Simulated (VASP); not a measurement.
## SnO: electric field gradients with LDA

Crystal: SnO.

```
CELL_PARAMETERS angstrom
3.80200 -0.03802 -0.03802
-0.03802 3.80200 -0.03802
-0.04836 -0.04836 4.83600
ATOMIC_POSITIONS crystal
Sn 0.00000 0.50000 0.23850
Sn 0.50000 0.00000 0.76150
O 0.00000 0.00000 0.00000
O 0.50000 0.50000 0.00000
```

This cell differs from its parent crystal: equal xy, yz and zx shear strains of -2 %.

```
Program                : VASP 6.6.1
Task                   : electric field gradients
Functional             : LDA
Potentials or basis    : VASP PAW LDA potentials, release 64 (Sn_d, O_h)
Cutoff                 : 1000 eV
k mesh                 : 6 × 6 × 5
Occupations            : fermi-dirac, width 0.02 eV
Spin                   : no spin polarisation
Dipole correction      : no
Further INCAR settings : ALGO = Normal; EDIFF = 1e-08; NBANDS = 28
```

* Pressure: -2.3 GPa
* Largest force: 0.215 eV/Å
* Band gap on the k mesh: 0.06 eV (least direct gap 1.87 eV)
* Largest electric field gradient by atom: Sn -167.0; O -7.3 V/Å²

Forces in eV/Å, atoms in the order of the input:
```
Sn   0.113  0.113 -0.144
Sn  -0.113 -0.113  0.144
O    0.063 -0.063  0.000
O   -0.063  0.063  0.000
```

Stress tensor (GPa, compression positive):
```
-2.38  1.70  1.07
 1.70 -2.38  1.07
 1.07  1.07 -2.22
```

Levels at points of the mesh, in eV from the valence-band top:
```tsv
k point	band 17	band 18	band 19	band 20	band 21	band 22	band 23	band 24
(0.00, 0.00, 0.00)	-3.45	-3.28	-3.01	0.00	2.08	4.24	4.62	4.76
(0.50, 0.00, 0.00)	-4.87	-4.81	-2.74	-2.64	3.06	3.26	5.73	5.91
(0.50, 0.50, 0.00)	-2.56	-2.38	-1.94	-1.81	0.06	0.12	4.33	4.49
```

Electric field gradients, principal values (V/Å²):
```tsv
atom	least	middle	greatest (by size)
1 Sn	79.466	87.555	-167.022
2 Sn	79.466	87.555	-167.022
3 O	1.931	5.363	-7.294
4 O	1.931	5.363	-7.294
```

Wall time 2.9 min on 1 thread of Intel(R) Xeon(R) Platinum 8488C (Sapphire Rapids), on a shared host, peak memory 0.37 GiB.

Caveat: the cell differs from its parent crystal (equal xy, yz and zx shear strains of -2 %); semilocal functionals underestimate gaps, and a narrow one can read as zero; without QUAD_EFG the Cq values of the log hold for a quadrupole moment of 1 mb, not for the nuclei; spin-orbit coupling is left out, which moves the levels of the heavy elements. A k mesh can miss the band edges.
